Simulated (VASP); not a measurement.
Set up this calculation in VASP 6.6.1, as the native input.

```
Task                   : single point
Functional             : r2SCAN
Potentials or basis    : VASP PAW PBE potentials, release 64 (Cr_pv)
Cutoff                 : 520 eV
k mesh                 : 6 × 6 × 4
Occupations            : gaussian, width 0.1 eV
Spin                   : collinear spin, ferromagnetic start
Starting moments       : [3.0, 3.0] μB
Dipole correction      : no
Further INCAR settings : ALGO = Normal; EDIFF = 1e-06; NBANDS = 23
```

Cr:

```
Cr
1.0
     2.96506    0.00000    0.00000
    -1.48253    2.56782    0.00000
     0.00000    0.00000    4.58741
Cr
2
Direct
  0.33333 0.66667 0.25000
  0.66667 0.33333 0.75000
```

This isn't the form of Cr at room conditions, which is bcc.

One way to write it, as run:

POSCAR

```
Cr
1.0
    2.9650574707      0.0000000000      0.0000000000
   -1.4825287353      2.5678150933      0.0000000000
    0.0000000000      0.0000000000      4.5874090290
Cr
2
Direct
    0.3333333333      0.6666666667      0.2500000000
    0.6666666667      0.3333333333      0.7500000000
```

INCAR.step1

```
PREC     = Accurate       # precision mode
ENCUT    = 520            # plane-wave cutoff, eV
ISMEAR   = 0              # smearing method
SIGMA    = 0.1            # smearing width, eV
LREAL    = F              # projectors in reciprocal space
LASPH    = T              # aspherical terms in the spheres
NELM     = 150            # most SCF steps
ISPIN    = 2              # spin polarisation
MAGMOM   = 3 3            # initial moments
LMAXMIX  = 4              # l up to which the mixer works
NBANDS   = 23             # bands
GGA      = PE             # functional
ALGO     = Normal         # electronic algorithm
EDIFF    = 1E-4           # SCF threshold, eV
LWAVE    = T              # write WAVECAR
LCHARG   = F              # write CHGCAR
```

INCAR.step2

```
PREC     = Accurate       # precision mode
ENCUT    = 520            # plane-wave cutoff, eV
EDIFF    = 1E-6           # SCF threshold, eV
ISMEAR   = 0              # smearing method
SIGMA    = 0.1            # smearing width, eV
LREAL    = F              # projectors in reciprocal space
LASPH    = T              # aspherical terms in the spheres
NELM     = 150            # most SCF steps
ALGO     = Normal         # electronic algorithm
ISIF     = 2              # what is computed and relaxed
LWAVE    = F              # write WAVECAR
LCHARG   = F              # write CHGCAR
ISPIN    = 2              # spin polarisation
MAGMOM   = 3 3            # initial moments
LORBIT   = 11             # projections on sites
LMAXMIX  = 4              # l up to which the mixer works
METAGGA  = R2SCAN         # meta-GGA
LMIXTAU  = T            
NBANDS   = 23             # bands
ISTART   = 1
```

KPOINTS

```
Automatic mesh
0
Gamma
  6 6 4
```

Potentials or basis: VASP PAW PBE potentials, release 64 (Cr_pv).

Run with:

```sh
$ cat potpaw_PBE.64/Cr_pv/POTCAR > POTCAR
$ cp INCAR.step1 INCAR
$ mpirun -np 1 vasp_std > vasp.out
$ cp INCAR.step2 INCAR
$ mpirun -np 1 vasp_std > vasp.out
```

Results of the run:

The pressure is -2.7 GPa and the net moment is 7.60 μB per cell. The site moments are Cr +3.48 μB and the valence electrons inside the program's atomic spheres are Cr 10.69.

Caveat: the k points lie up to 0.41 Å⁻¹ apart; the PAW data sets were made with another functional, which shifts forces and pressure a little.

It took 4.7 min on 1 thread of Intel Xeon 8259CL, on a shared host, peak memory 0.19 GiB.
